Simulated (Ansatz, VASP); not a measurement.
**Ga in VASP and in Ansatz**

```
CELL_PARAMETERS angstrom
0.00000 2.10354 2.10354
2.10354 0.00000 2.10354
2.10354 2.10354 0.00000
ATOMIC_POSITIONS crystal
Ga 0.00000 0.00000 0.00000
```

Alike in both runs: task single point; functional HSE06; k mesh 8 × 8 × 8; occupations gaussian, width 0.05 eV; no spin polarisation.

|  | VASP | Ansatz |
| --- | --- | --- |
| version | VASP 6.6.1 | Ansatz 0.2.0 |
| potentials or method | VASP PAW PBE potentials, release 64 (Ga_d), cutoff 520 eV | scalar-relativistic, plane waves, PAW |
| valence electrons in the cell | 13 | 13 |

Ansatz gave:

* gap on the k mesh at the Fermi level (eV): none
* pressure (GPa): 0.0

What did VASP give for the same quantities?

gap on the k mesh at the Fermi level (eV): none; pressure (GPa): 0.3.

A gap of «none» marks a metal or a gap that the smearing closes. The functional is the same, so the differences come from potentials, cutoffs and numerics. Ansatz's warnings: filled band counts differ across k points, stress exchange threshold loose, stress scf threshold loose.
